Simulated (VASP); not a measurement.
Runs of VASP 6.6.1 on Sb. The structure is that of space group Fm-3m (No. 225), or close to it. The cells are those of the table. 

```csv
task,cell,k mesh for the DOS,occupations for the DOS,gap on the mesh (eV),pressure (GPa)
electric field gradients,"a = 3.227, b = 3.227, c = 3.195 Å, angles 60.3, 60.3, 59.3°, 1 atom",-,-,none,(a)
electric field gradients,"a = 3.271 Å, angles 60.0°, 1 atom",-,-,none,4.2
electric field gradients,"a = 3.324 Å, angles 60.0°, 1 atom",-,-,none,0.5
electric field gradients,"a = 3.227 Å, angles 61.3°, 1 atom",-,-,none,5.2
single point,"a = 3.227 Å, angles 61.3°, 1 atom",-,-,none,5.2
electric field gradients,"a = 3.276, b = 3.276, c = 3.292 Å, angles 59.8, 59.8, 60.3°, 1 atom",-,-,none,3.4
single point,"a = 3.249 Å, angles 60.0°, 1 atom",-,-,none,(b)
single point,"a = 3.271 Å, angles 60.0°, 1 atom",-,-,none,4.2
electric field gradients,"a = 3.303 Å, angles 60.0°, 1 atom",-,-,none,1.8
single point,"a = 3.238 Å, angles 60.0°, 1 atom",-,-,none,7.1
single point,"a = 3.193 Å, angles 60.0°, 1 atom",-,-,none,11.7
```

Alike in all rows: level PBEsol; potentials or basis VASP PAW PBE potentials, release 64 (Sb); no spin polarisation; k mesh 14 × 14 × 14; cutoff (eV) 520; smearing fermi-dirac 0.03 eV.

Problem. Estimate the missing entries.

Solution. (a) 9.2; (b) 6.1.

Caveats: the PAW data sets were made with another functional, which shifts forces and pressure a little; spin-orbit coupling is left out, which moves the levels of the heavy elements.

A k mesh can miss the band edges, and the runs leave out spin-orbit coupling on Sb.

A gap of «none» marks levels without a gap at the run's occupations.
